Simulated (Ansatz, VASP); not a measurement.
Zr in VASP and in Ansatz

```
Zr
1.0
    -1.84550    1.84550    1.84550
     1.84550   -1.84550    1.84550
     1.84550    1.84550   -1.84550
Zr
1
Cartesian
  0.0000 0.0000 0.0000
```

Change from the starting cell: volume scaled by 1.06, PAW files.

Alike in both runs: task electric field gradients; functional LDA; k mesh 16 × 16 × 16; occupations fermi-dirac, width 0.03 eV; no spin polarisation.

```csv
,VASP,Ansatz
version,VASP 6.6.1,Ansatz 0.2.0
potentials or method,"VASP PAW LDA potentials, release 64 (Zr_sv)","PAW with Ansatz's default frozen-core files, scalar-relativistic"
plane-wave cutoff (eV),520,420
valence electrons in the cell,12,12
```

```tsv
	VASP	Ansatz	Ansatz less VASP
pressure (GPa)	-13.0	-13.0	-0.06
```

LDA's correlation is that of Perdew and Zunger in VASP and of Perdew and Wang (1992) in Ansatz.
